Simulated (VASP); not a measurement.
# BaTiO3: single point with PBE

Crystal: BaTiO3.

```xyz
5
Lattice="3.9685 0.0000 0.0000 0.0000 3.9685 0.0000 0.0000 0.0000 4.4921" Properties=species:S:1:pos:R:3 pbc="T T T"
Ba    0.0000    0.0000   -0.1569
Ti    1.9842    1.9842    2.0644
O     1.9842    1.9842    0.2805
O     1.9842    0.0000    2.3717
O     0.0000    1.9842    2.3717
```

* Program: VASP 6.6.1
* Task: single point
* Functional: PBE
* Potentials or basis: VASP PAW PBE potentials, release 64 (Ba_sv, Ti_sv, O)
* Cutoff: 520 eV
* k mesh: 8 × 8 × 8
* Occupations: gaussian, width 0.02 eV
* Spin: no spin polarisation

```json
{
  "Pressure": "-1.7 GPa",
  "Largest force": "0.094 eV/Å",
  "Band gap on the k mesh": "1.81 eV (least direct gap 2.51 eV)"
}
```

Forces in eV/Å, atoms in the order of the input:
```
Ba   0.000  0.000  0.090
Ti   0.000  0.000  0.094
O    0.000  0.000 -0.092
O    0.000  0.000 -0.046
O    0.000  0.000 -0.046
```

Stress tensor (GPa, compression positive):
```
-1.79  0.00  0.00
 0.00 -1.79  0.00
 0.00  0.00 -1.64
```

Levels at points of the mesh, in eV from the valence-band top:
| k point | band 17 | band 18 | band 19 | band 20 | band 21 | band 22 | band 23 | band 24 |
| --- | --- | --- | --- | --- | --- | --- | --- | --- |
| (0.00, 0.00, 0.00) | -1.64 | -1.58 | -0.71 | -0.71 | 1.81 | 2.86 | 2.86 | 3.83 |
| (0.50, 0.00, 0.00) | -2.08 | -2.04 | -1.93 | -1.73 | 2.84 | 3.27 | 3.41 | 3.98 |
| (0.50, 0.50, 0.00) | -2.39 | -1.22 | -1.22 | -0.03 | 3.34 | 3.46 | 3.46 | 3.83 |
| (0.00, 0.00, 0.50) | -2.24 | -2.05 | -0.74 | -0.74 | 1.88 | 3.37 | 3.37 | 4.02 |
| (0.50, 0.00, 0.50) | -2.03 | -1.52 | -1.31 | -0.87 | 3.36 | 3.37 | 3.38 | 4.66 |
| (0.50, 0.50, 0.50) | -2.81 | -0.91 | -0.91 | 0.00 | 3.65 | 3.65 | 3.86 | 5.17 |

It took 3.5 min on 1 thread of Intel(R) Xeon(R) 6975P-C (Granite Rapids), with other jobs on the host, peak memory 0.28 GiB.

Caveat: spin-orbit coupling is left out, which moves the levels of the heavy elements. A k mesh can miss the band edges.
